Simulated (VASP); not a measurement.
# GaN (Pmc2_1) in VASP: notebook, part 2 of 3

VASP 6.6.1. The steps go on from the part before.

## 5. Single point, PBE (mode 11 frozen in at -0.080 Å and mode 13 at +0.059 Å (largest displacements))

INCAR

```
SYSTEM = GaN
ALGO = Normal ; EDIFF = 1E-6
ENCUT = 520 ; GGA = PE
ISIF = 2 ; ISMEAR = 0
LASPH = .TRUE. ; LCHARG = .FALSE.
LREAL = .FALSE. ; LWAVE = .FALSE.
NBANDS = 46 ; NELM = 80
PREC = Accurate ; SIGMA = 0.05
```

KPOINTS

```
k-points
0
G
  8 6 6
  0 0 0
```

POSCAR

```
GaN
1.0
   -3.2185392732      0.0000000000      0.0000000000
    0.0000000000      0.0000000000     -5.2433778863
    0.0000000001     -5.5746735474      0.0000000000
Ga N
4 4
Direct
    0.5000000000      0.0085765801      0.1800651207
    0.0000000000     -0.0023441331      0.6532648834
    0.0000000000      0.4976558669      0.3467351166
    0.5000000000      0.5085765801      0.8199348793
    0.5000000000      0.6105527723      0.1689213395
    0.0000000000      0.6152922303      0.6643908920
    0.0000000000      0.1152922303      0.3356091080
    0.5000000000      0.1105527723      0.8310786605
```

Potentials or basis: VASP PAW PBE potentials, release 64 (Ga_d, N).

Command:

```console
$ cat potpaw_PBE.64/Ga_d/POTCAR potpaw_PBE.64/N/POTCAR > POTCAR
$ mpirun -np 1 vasp_std > vasp.out
```

OUTCAR:

```text
SYSTEM = GaN
   EDIFF = 1E-6
   ENCUT = 520
   GGA = PE
   ISIF = 2
   ISMEAR = 0
   LASPH = .TRUE.
   LREAL = .FALSE.
   NELM = 80
   PREC = Accurate

 ion  position               nearest neighbor table
   1  0.500  0.009  0.180-   7 1.91   7 1.91   8 2.02   5 2.09
   2  0.000  0.998  0.653-   7 1.88   8 1.98   8 1.98   6 2.01
   3  0.000  0.498  0.347-   6 1.88   5 1.98   5 1.98   7 2.01
   4  0.500  0.509  0.820-   6 1.91   6 1.91   5 2.02   8 2.09
   5  0.500  0.611  0.169-   3 1.98   3 1.98   4 2.02   1 2.09
   6  0.000  0.615  0.664-   3 1.88   4 1.91   4 1.91   2 2.01
   7  0.000  0.115  0.336-   2 1.88   1 1.91   1 1.91   3 2.01
   8  0.500  0.111  0.831-   2 1.98   2 1.98   1 2.02   4 2.09

  LATTYP: Found a simple orthorhombic cell.
 ALAT       =     3.2185392732
 B/A-ratio  =     1.6291172613
 C/A-ratio  =     1.7320508076

  Lattice vectors:

 A1 = (  -3.2185392732,   0.0000000000,   0.0000000000)
 A2 = (   0.0000000000,   0.0000000000,  -5.2433778863)
 A3 = (   0.0000000001,  -5.5746735474,   0.0000000000)

Analysis of symmetry for initial positions (statically):
=====================================================================
 Subroutine PRICEL returns:
 Original cell was already a primitive cell.

 Routine SETGRP: Setting up the symmetry group for a
 simple orthorhombic supercell.

 Subroutine GETGRP returns: Found  4 space group operations
 (whereof  2 operations were pure point group operations)
 out of a pool of  8 trial point group operations.

The static configuration has the point symmetry C_1h.
 The point group associated with its full space group is C_2v.

Analysis of symmetry for dynamics (positions and initial velocities):
=====================================================================
 Subroutine PRICEL returns:
 Original cell was already a primitive cell.

 Routine SETGRP: Setting up the symmetry group for a
 simple orthorhombic supercell.

 Subroutine GETGRP returns: Found  4 space group operations
 (whereof  2 operations were pure point group operations)
 out of a pool of  8 trial point group operations.

The dynamic configuration has the point symmetry C_1h.
 The point group associated with its full space group is C_2v.

 Subroutine INISYM returns: Found  4 space group operations
 (whereof  2 operations are pure point group operations),
 and found     1 'primitive' translations

----------------------------------------------------------------------------------------

                                     Primitive cell

  volume of cell :      94.0783

  direct lattice vectors                    reciprocal lattice vectors
    -3.218539273  0.000000000  0.000000000    -0.310699953 -0.000000000  0.000000000
     0.000000000  0.000000000 -5.243377886     0.000000000  0.000000000 -0.190716752
     0.000000000 -5.574673547  0.000000000     0.000000000 -0.179382701  0.000000000

  length of vectors
     3.218539273  5.243377886  5.574673547     0.310699953  0.190716752  0.179382701

  position of ions in fractional coordinates (direct lattice)
     0.500000000  0.008576580  0.180065121
     0.000000000  0.997655867  0.653264883
     0.000000000  0.497655867  0.346735117
     0.500000000  0.508576580  0.819934879
     0.500000000  0.610552772  0.168921340
     0.000000000  0.615292230  0.664390892
     0.000000000  0.115292230  0.335609108
     0.500000000  0.110552772  0.831078660
[... 41 lines left out ...]
  0.125000  0.000000  0.000000      2.000000
  0.250000  0.000000  0.000000      2.000000
  0.375000  0.000000 -0.000000      2.000000
  0.500000  0.000000  0.000000      1.000000
  0.000000  0.166667  0.000000      2.000000
[... 16 lines left out ...]
  0.250000  0.000000  0.166667      4.000000
  0.375000  0.000000  0.166667      4.000000
 [... further k-points ...]
   k-points           NKPTS =     80   k-points in BZ     NKDIM =     80   number of bands    NBANDS=     46
   number of dos      NEDOS =    301   number of ions     NIONS =      8
   total plane-waves  NPLWV =  40320
   dimension x,y,z NGX =    24 NGY =   40 NGZ =   42
   dimension x,y,z NGXF=    48 NGYF=   80 NGZF=   84
   ions per type =               4   4
   NGX,Y,Z   is equivalent  to a cutoff of  12.40, 12.68, 12.53 a.u.
   NGXF,Y,Z  is equivalent  to a cutoff of  24.79, 25.36, 25.05 a.u.
 SYSTEM =  GaN
   PREC   = accura    normal or accurate (medium, high low for compatibility)
   ISTART =      0    job   : 0-new  1-cont  2-samecut
   ICHARG =      2    charge: 1-file 2-atom 10-const
   ISPIN  =      1    spin polarized calculation?
   LNONCOLLINEAR =      F non collinear calculations
   LSORBIT =      F    spin-orbit coupling
   LASPH  =      T    aspherical Exc in radial PAW
   ENCUT  =  520.0 eV  38.22 Ry    6.18 a.u.   5.98  9.75 10.37*2*pi/ulx,y,z
   NELM   =     80;   NELMIN=  2; NELMDL= -5     # of ELM steps
   EDIFF  = 0.1E-05   stopping-criterion for ELM
   LREAL  =      F    real-space projection
   EDIFFG = 0.1E-04   stopping-criterion for IOM
   NSW    =      0    number of steps for IOM
   IBRION =     -1    ionic relax: 0-MD 1-quasi-New 2-CG
   NFREE  =      0    steps in history (QN), initial steepest desc. (CG)
   ISIF   =      2    stress and relaxation
   ISYM   =      2    0-nonsym 1-usesym 2-fastsym
   POTIM  = 0.5000    time-step for ionic-motion
   TEBEG  =    0.0;   TEEND  =   0.0 temperature during run
   PSTRESS=    0.0 pullay stress
   NELECT =      72.0000    total number of electrons
   NUPDOWN=      -1.0000    fix difference up-down
   EMIN   =  10.00;   EMAX   =-10.00  energy-range for DOS
   EFERMI =   0.00;   METHOD = LEGACY
   ISMEAR =     0;   SIGMA  =   0.05  broadening in eV -4-tet -1-fermi 0-gaus
   EFERMI_NEDOS =   21; number of points for ismear=-14 and -15
   IALGO  =     38    algorithm
   IMIX   =      4    mixing-type and parameters
     AMIX     =   0.40;   BMIX     =  1.00
     AMIX_MAG =   1.60;   BMIX_MAG =  1.00
  volume/ion in A,a.u.               =      11.76        79.36
  Fermi-wavevector in a.u.,A,eV,Ry     =   1.497462  2.829793 30.509608  2.242393
  Thomas-Fermi vector in A             =   2.609347
   LORBIT       =      0    0 simple, 1 ext, 2 COOP (PROOUT), +10 PAW based schemes
   GGA     = PE    functional components
   LHFCALC =     F    Hartree Fock is set to
   AEXX    =    0.0000 exact exchange contribution
   IVDW    =     0    specifies the selected vdW correction
   LEPSILON=     F    determine dielectric tensor
   LRPA    =     F    only Hartree local field effects (RPA)
 non-spin polarized calculation
 Gauss-broadening in eV      SIGMA  =   0.05
  energy-cutoff  :      520.00
  volume of cell :       94.08
 maximum number of plane-waves:      2568
 NGX is ok and might be reduce to    24
   NGX = 11   NGY = 19   NGZ = 21

 number of electron      72.0000006 magnetization

 Free energy of the ion-electron system (eV)
  ---------------------------------------------------
  ext. energy  EPLUGINS =         0.00000000
  ---------------------------------------------------
  free energy    TOTEN  =       -48.24993641 eV

  energy without entropy =      -48.24993641  energy(sigma->0) =      -48.24993641

 E-fermi :   5.3806     XC(G=0): -11.5103

 val. band max:        5.1233240327   @ k =   0.0000   0.0000   0.0000
 cond. band min:       6.7002275373   @ k =   0.0000   0.0000   0.0000
 fundamental gap:      1.5769035046
 Fermi energy:         5.3806070599

 k-point     1 :       0.0000    0.0000    0.0000
  band No.  band energies     occupation
      1     -10.9957      2.00000
      2     -10.4199      2.00000
      3      -9.6156      2.00000
      4      -9.5558      2.00000
      5      -8.4800      2.00000
      6      -8.4794      2.00000
[... 1165 lines left out ...]
     45      14.2870      0.00000
     46      14.5556      0.00000

 [... further k-points ...]
[... 5 lines left out ...]
  --------------------------------------------------------------------------------------
  -------------------------------------------------------------------------------------
  Total        1.8768434      2.0650683     -1.3143856     -0.0000000      0.0000000      0.0000000
  in kB       31.9631228     35.1686421    -22.3843228     -0.0000000      0.0000000      0.0000000
  external PRESSURE =      14.9158140 kB  Pullay stress =       0.0000000 kB

 VOLUME and BASIS-vectors are now :
 -----------------------------------------------------------------------------
  energy-cutoff  :      520.00
  volume of cell :       94.08
      direct lattice vectors                 reciprocal lattice vectors
    -3.218539273  0.000000000  0.000000000    -0.310699953 -0.000000000  0.000000000
     0.000000000  0.000000000 -5.243377886     0.000000000  0.000000000 -0.190716752
     0.000000000 -5.574673547  0.000000000     0.000000000 -0.179382701  0.000000000

 POSITION                                       TOTAL-FORCE (eV/Angst)
 -----------------------------------------------------------------------------------
     -1.60927     -1.00380     -0.04497        -0.000000      1.780190      1.179770
      0.00000     -3.64174     -5.23109         0.000000     -1.996707      0.152615
      0.00000     -1.93294     -2.60940        -0.000000      1.996707      0.152615
     -1.60927     -4.57087     -2.66666         0.000000     -1.780190      1.179770
     -1.60927     -0.94168     -3.20136         0.000000     -0.021335     -0.574653
      0.00000     -3.70376     -3.22621         0.000000     -0.257505     -0.757732
      0.00000     -1.87091     -0.60452        -0.000000      0.257505     -0.757732
     -1.60927     -4.63299     -0.57967        -0.000000      0.021335     -0.574653
 -----------------------------------------------------------------------------------
    total drift:                               -0.000000      0.000037      0.002931

  FREE ENERGIE OF THE ION-ELECTRON SYSTEM (eV)
  ---------------------------------------------------
  free  energy   TOTEN  =       -48.2499364084 eV

  energy  without entropy=      -48.2499364084  energy(sigma->0) =      -48.24993641
```

Run time: 9.3 min. Hardware: 1 thread of Oxide Virtual Turin-like, shared host; peak memory 0.33 GiB.

Results:

* Free energy: -48.2499 eV
* Pressure: 1.5 GPa
* Largest force: 2.136 eV/Å
* Band gap on the k mesh: 1.58 eV, direct

Forces on the atoms (eV/Å):
```
Ga   0.000  1.780  1.180
Ga   0.000 -1.997  0.153
Ga   0.000  1.997  0.153
Ga   0.000 -1.780  1.180
N    0.000 -0.021 -0.575
N    0.000 -0.258 -0.758
N    0.000  0.258 -0.758
N    0.000  0.021 -0.575
```

Stress tensor (GPa, compression positive):
```
 3.20  0.00  0.00
 0.00  3.52  0.00
 0.00  0.00 -2.24
```

Caveat: the cell differs from its parent crystal (mode 11 frozen in at -0.080 Å and mode 13 at +0.059 Å (largest displacements)); forces of over 1 eV/Å act on the atoms, so gaps and moduli don't describe the material at rest.

[end of part 2 of 3]
